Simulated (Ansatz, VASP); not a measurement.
# MnO: VASP beside Ansatz

INCAR

```
SYSTEM = MnO
PREC = Accurate
ENCUT = 600
EDIFF = 1E-6
ISMEAR = -1
SIGMA = 0.15
LREAL = .False.
LASPH = .True.
NELM = 200
ALGO = Normal
ISIF = 2
LWAVE = .False.
LCHARG = .False.
ISPIN = 2
MAGMOM = 5 0
LORBIT = 11
LMAXMIX = 4
GGA = PE
NBANDS = 20
GGA_COMPAT = .False.
```

KPOINTS

```
regular mesh
0
Gamma
  3 3 3
  0 0 0
```

File POSCAR:

```
MnO
1.0
    0.0000000000      2.1750000000      2.1750000000
    2.1750000000      0.0000000000      2.1750000000
    2.1750000000      2.1750000000      0.0000000000
Mn O
1 1
Direct
    0.0000000000      0.0000000000      0.0000000000
    0.4137931034      0.4137931034     -0.4137931034
```

Input for Ansatz:

```yaml
crystal:
  atoms:
  - position: [0.0, 0.0, 0.0]
    spin: 5
    symbol: Mn
  - position: [0.4137931034482759, 0.4137931034482759, -0.4137931034482759]
    symbol: O
  lattice:
  - [0.0, 2.175, 2.175]
  - [2.175, 0.0, 2.175]
  - [2.175, 2.175, 0.0]
hamiltonian:
  dispersion: none
  pseudopotentials:
    kind: all_electron
    lapw:
      basis_error: 0.025 meV
      muffin_tin_radii: {Mn: 0.9525, O: 0.7938}
    relativity: none
  xc: pbe
kpoints:
  mp_grid:
    grid: [3, 3, 3]
    shift: [0, 0, 0]
magnetization: {spin_polarized: true}
output: {forces: true, stress: true}
scf:
  convergence: {dr2_threshold: 1e-10 eV}
  lower_state_search: 'off'
  max_iter: 200
  occupations: {method: fermi_dirac, width: 0.15}
```

Alike in both runs: task single point; functional PBE; k mesh 3 × 3 × 3; occupations fermi-dirac, width 0.15 eV; collinear spin.

|  | VASP | Ansatz |
| --- | --- | --- |
| version | VASP 6.6.1 | Ansatz 0.2 development build |
| potentials or method | VASP PAW PBE potentials, release 64 (Mn_pv, O), cutoff 600 eV | all-electron full-potential LAPW, non-relativistic |

```csv
,VASP,Ansatz,Ansatz less VASP
pressure (GPa),24.4,24.9,+0.57
"traceless stress, the component that is largest in VASP (GPa)",24.97,24.80,-0.168
rms of the force components (eV/Å),1.966,1.958,-0.0080
net moment per atom (μB),2.30,2.30,+0.004
size of the moment on the site where the two differ most (μB),4.12,3.76,-0.352
```

Site moments also hang on the region over which each program counts them. Atom by atom the forces differ by 0.008 eV/Å (rms over components). Ansatz ran all-electron here, and VASP with PAW potentials.

The k mesh is coarse, so the values compare programs but aren't converged.
